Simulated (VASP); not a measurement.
Input of a VASP 6.6.1 run:

Contents of POSCAR:

```
AgCl
1.0
    0.0000000000      2.7731500000      2.8147472500
    2.7731500000      0.0000000000      2.8147472500
    2.7731500000      2.7731500000      0.0000000000
Ag Cl
1 1
Direct
    0.5000000000      0.5000000000      0.5000000000
    0.0000000000      0.0000000000      0.0000000000
```

The input INCAR.step1:

```
ALGO = Normal ; EDIFF = 1E-4
ENCUT = 520 ; GGA = PE
ISMEAR = 0 ; LASPH = T
LCHARG = F ; LREAL = F
LWAVE = T ; NBANDS = 16
NELM = 100 ; PREC = Accurate
SIGMA = 0.05
```

The input INCAR.step2:

```
ALGO = Normal ; EDIFF = 1E-7
ENCUT = 520 ; ISIF = 2
ISMEAR = 0 ; ISTART = 1
LASPH = T ; LCHARG = F
LMIXTAU = T ; LREAL = F
LWAVE = F ; METAGGA = R2SCAN
NBANDS = 16 ; NELM = 100
PREC = Accurate ; SIGMA = 0.05
```

KPOINTS

```
k-points
0
Gamma
  8 8 8
```

Potentials or basis: VASP PAW PBE potentials, release 64 (Ag, Cl).

The run is started by

```bash
$ cat potpaw_PBE.64/Ag/POTCAR potpaw_PBE.64/Cl/POTCAR > POTCAR
$ cp INCAR.step1 INCAR
$ mpirun -np 1 vasp_std > vasp.out
$ cp INCAR.step2 INCAR
$ mpirun -np 1 vasp_std > vasp.out
```

Task: Estimate the band gap on the k mesh.

Result: 1.38 eV (least direct gap 3.65 eV).

Task: Predict the pressure.

Result: -0.8 GPa.

Stress tensor (GPa, compression positive):
```
-0.70  0.00  0.00
 0.00 -0.70  0.00
 0.00  0.00 -1.05
```

Caveat: the cell differs from its parent crystal (strain +0.000 along x and y, +0.015 along z); the PAW data sets were made with another functional, which shifts forces and pressure a little. A k mesh can miss the band edges.
